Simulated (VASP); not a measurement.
Here is a VASP 6.6.1 calculation.

INCAR

```
SYSTEM = Se
PREC = Accurate ; ENCUT = 520
EDIFF = 1E-6 ; ISMEAR = 0
SIGMA = 0.1 ; LREAL = .False.
LASPH = .True. ; NELM = 60
ALGO = Normal ; ISIF = 2
LWAVE = .False. ; LCHARG = .False.
GGA = PE ; NBANDS = 20
```

KPOINTS

```
Automatic mesh
0
Gamma
  4 4 4
  0 0 0
```

POSCAR

```
Se
1.0
    5.1790352584      0.0000000000      0.0000000000
    0.0000000000      5.1790352584      0.0000000000
    0.0000000000      0.0000000000      5.1790352584
Se
4
Direct
    0.0000000000      0.0000000000      0.0000000000
    0.5000000000      0.0000000000      0.0000000000
    0.0000000000      0.5000000000      0.0000000000
    0.0000000000      0.0000000000      0.5000000000
```

Potentials or basis: VASP PAW PBE potentials, release 64 (Se).

The run is started by

```bash
$ cat potpaw_PBE.64/Se/POTCAR > POTCAR
$ mpirun -np 1 vasp_std > vasp.out
```

Problem. Predict the band gap on the k mesh.

Solution. Zero (bands 12 and 13 overlap by 0.46 eV).

Problem. Predict the pressure.

Solution. -0.1 GPa.
